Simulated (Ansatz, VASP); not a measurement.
**InSb in VASP and in Ansatz**

```
In Sb
1.0
     0.00000    3.60387    2.81102
     3.60387    0.00000    2.81102
     3.60387    3.60387    0.00000
In Sb
1 1
Direct
  0.00000 0.00000 0.00000
  0.75000 0.75000 0.75000
```

Alike in both runs: task single point; functional PBE; k mesh 18 × 18 × 18; occupations gaussian, width 0.15 eV; no spin polarisation.

|  | VASP | Ansatz |
| --- | --- | --- |
| version | VASP 6.6.1 | Ansatz 0.2.0 |
| potentials or method | VASP PAW PBE potentials, release 64 (In_d, Sb), cutoff 520 eV | scalar-relativistic, plane waves, PAW |
| valence electrons in the cell | 18 | 28 |

```tsv
	VASP	Ansatz	Ansatz less VASP
gap on the k mesh at the Fermi level (eV)	none	none	-
pressure (GPa)	-0.7	-0.7	+0.02
traceless stress, the component that is largest in VASP (GPa)	2.52	2.52	+0.002
```

A gap of «none» marks a metal or a gap that the smearing closes. The functional is the same, so the differences come from potentials, cutoffs and numerics. VASP's potentials hold 18 valence electrons a cell and Ansatz's 28, so a difference there can come from the potentials and not from the codes.

Neither program's run includes spin-orbit coupling.
